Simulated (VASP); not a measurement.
CsVCoN3: single point with PBE

The system is CsVCoN3.

```xyz
6
Lattice="3.7636 0.0000 0.0000 0.0000 3.7636 0.0000 0.0000 0.0000 7.2646" Properties=species:S:1:pos:R:3 pbc="T T T"
Cs    1.8818    1.8818    5.8926
V     0.0000    0.0000    1.6801
Co    1.8818    1.8818    2.3720
N     1.8818    0.0000    2.3655
N     0.0000    1.8818    2.3655
N     0.0000    0.0000    0.0524
```

The cell was built from a structure type or drawn by symmetry, and may not be a known phase.

```yaml
Program: VASP 6.6.1
Task: single point
Functional: PBE
Potentials_or_basis: VASP PAW PBE potentials, release 64 (Cs_sv, V_sv, Co, N)
Cutoff: 520 eV
k_mesh: 8 × 8 × 4
Occupations: gaussian, width 0.1 eV
Spin: collinear spin
Starting_moments: "[0.0, 0.0, -1.04, -0.16, -0.16, 0.0] μB"
Dipole_correction: no
Further_INCAR_settings: ALGO = Normal; EDIFF = 1e-06; NBANDS = 36
```

```json
{
 "Pressure": "-0.2 GPa",
 "Largest force": "0.280 eV/Å",
 "Net moment": "-0.61 μB per cell",
 "Site moments": "Cs -0.00; V +0.02; Co -0.49; N -0.05, -0.03 (each value once) μB",
 "Valence electrons inside the program's atomic spheres": "Cs 6.59; V 12.01; Co 8.43; N 3.68"
}
```

Forces on the atoms (eV/Å):
```
Cs   0.000  0.000 -0.004
V    0.000  0.000  0.280
Co   0.000  0.000  0.011
N    0.000  0.000 -0.045
N    0.000  0.000 -0.045
N    0.000  0.000 -0.197
```

Stress tensor (GPa, compression positive):
```
-0.67  0.00  0.00
 0.00 -0.67  0.00
 0.00  0.00  0.61
```

Levels at points of the mesh, in eV from the Fermi level:
Spin up:
```
           k point  band 19  band 20  band 21  band 22  band 23  band 24  band 25  band 26
(0.00, 0.00, 0.00)    -2.13    -1.27    -1.27    -1.25    -0.57    -0.57    -0.35     1.21
(0.50, 0.00, 0.00)    -1.73    -1.54    -1.39    -0.85     0.18     0.47     1.46     1.92
(0.50, 0.50, 0.00)    -1.82    -1.82    -1.09     0.30     0.97     0.97     1.74     2.48
(0.00, 0.00, 0.50)    -2.13    -1.28    -1.28    -1.03    -0.56    -0.56    -0.35     1.21
(0.50, 0.00, 0.50)    -1.73    -1.39    -1.21    -0.86     0.19     0.48     1.50     1.92
(0.50, 0.50, 0.50)    -1.97    -1.97    -0.92     0.30     0.91     0.91     1.58     2.91
```
Spin down:
```csv
k point,band 19,band 20,band 21,band 22,band 23,band 24,band 25,band 26,band 27,band 28
"(0.00, 0.00, 0.00)",-2.18,-1.60,-1.60,-1.52,-0.67,-0.67,-0.59,1.07,3.58,3.68
"(0.50, 0.00, 0.00)",-1.84,-1.78,-1.65,-1.09,-0.42,0.16,1.26,1.95,2.78,3.21
"(0.50, 0.50, 0.00)",-1.93,-1.93,-1.36,-0.60,0.69,0.69,1.78,2.47,2.79,2.79
"(0.00, 0.00, 0.50)",-2.15,-1.62,-1.62,-1.32,-0.66,-0.66,-0.59,1.07,3.55,3.79
"(0.50, 0.00, 0.50)",-1.87,-1.77,-1.33,-1.09,-0.42,0.16,1.31,1.96,2.67,3.25
"(0.50, 0.50, 0.50)",-2.06,-2.06,-1.20,-0.60,0.62,0.62,1.62,2.91,2.91,3.12
```

It took 34 min on 1 thread of Intel Xeon 8259CL, on a shared host, peak memory 0.42 GiB.

Caveat: spin-orbit coupling is left out, which moves the levels of the heavy elements; a cell with one magnetic atom can't hold antiferromagnetic order, which such compounds often take. With open d or f shells a metallic result of PBE can be an artefact of self-interaction; +U or a hybrid may open a gap.
